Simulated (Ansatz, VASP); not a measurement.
# One calculation of InH3, two programs

```
In H
1.0
     2.91468    0.00000    0.00000
    -1.45734    2.52419    0.00000
     0.00000    0.00000    5.31384
In H
1 3
Direct
  0.00000 0.00000 0.00000
  0.50000 0.00000 0.50000
  0.00000 0.50000 0.50000
  0.50000 0.50000 0.50000
```

Alike in both runs: functional PBE; k mesh 6 × 6 × 4; occupations gaussian, width 0.1 eV; no spin polarisation.

Ansatz relaxed the structure, and its values are those at the end. VASP's run is a single point on that final structure, the one shown.

|  | VASP | Ansatz |
| --- | --- | --- |
| version | VASP 6.6.1 | Ansatz 0.2.0 |
| potentials or method | VASP PAW PBE potentials, release 64 (In_d, H), cutoff 520 eV | scalar-relativistic, plane waves, PAW |
| valence electrons in the cell | 16 | 16 |

|  | VASP | Ansatz | Ansatz less VASP |
| --- | --- | --- | --- |
| gap on the k mesh at the Fermi level (eV) | none | none | - |
| pressure (GPa) | -0.2 | -0.1 | +0.13 |

A gap of «none» marks a metal or a gap that the smearing closes. With one functional, cell and mesh, what is left measures potentials, basis and numerics.

The k mesh is coarse, so the values compare programs but aren't converged.
